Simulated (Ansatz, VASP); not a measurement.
WC: VASP beside Ansatz

The input INCAR:

```
SYSTEM = WC
PREC = Accurate ; ENCUT = 520
EDIFF = 1E-6 ; ISMEAR = 0
SIGMA = 0.1 ; LREAL = .False.
LASPH = .True. ; NELM = 60
ALGO = Normal ; ISIF = 2
LWAVE = .False. ; LCHARG = .False.
GGA = PE ; NBANDS = 16
```

Contents of KPOINTS:

```
regular mesh
0
Gamma
  6 6 4
  0 0 0
```

The input POSCAR:

```
WC
1.0
    2.9840492400      0.0000000000      0.0000000000
   -1.4920246200      2.5842624500      0.0000000000
    0.0000000000      0.0000000000      4.5374127200
W C
1 1
Direct
    0.0000000000      0.0000000000      0.6681185900
    0.0000000000      0.0000000000      0.2242368900
```

Input for Ansatz:

```yaml
crystal:
  lattice:
    - [2.98404924, 0.0, 0.0]
    - [-1.49202462, 2.58426245, 0.0]
    - [0.0, 0.0, 4.53741272]
  atoms:
    - { symbol: W, position: [0.0, 0.0, 0.66811859] }
    - { symbol: C, position: [0.0, 0.0, 0.22423689] }
basis:
  ecutwfc: 420
kpoints:
  mp_grid: { grid: [6, 6, 4] }
hamiltonian:
  xc: pbe
scf:
  occupations: { method: gaussian, width: 0.1 }
  lower_state_search: "off"
output:
  forces: true
  stress: true
  eigenvalues: true
```

Alike in both runs: task single point; functional PBE; k mesh 6 × 6 × 4; occupations gaussian, width 0.1 eV; no spin polarisation.

```csv
,VASP,Ansatz
version,VASP 6.6.1,Ansatz 0.2.0
potentials or method,"VASP PAW PBE potentials, release 64 (W_sv, C), cutoff 520 eV","scalar-relativistic, plane waves, PAW"
valence electrons in the cell,18,18
```

VASP gave:

- gap on the k mesh at the Fermi level (eV): none
- pressure (GPa): -25.8
- traceless stress, the component that is largest in VASP (GPa): -14.71
- rms of the force components (eV/Å): 0.270

Problem. What did Ansatz give for the same quantities?

Solution. gap on the k mesh at the Fermi level (eV): none; pressure (GPa): -25.9; traceless stress, the component that is largest in VASP (GPa): -15.01; rms of the force components (eV/Å): 0.256.

Atom by atom the forces differ by 0.014 eV/Å (rms over components). A gap of «none» marks a metal or a gap that the smearing closes.

The k mesh is coarse, so the values compare programs but aren't converged. Neither program's run includes spin-orbit coupling.
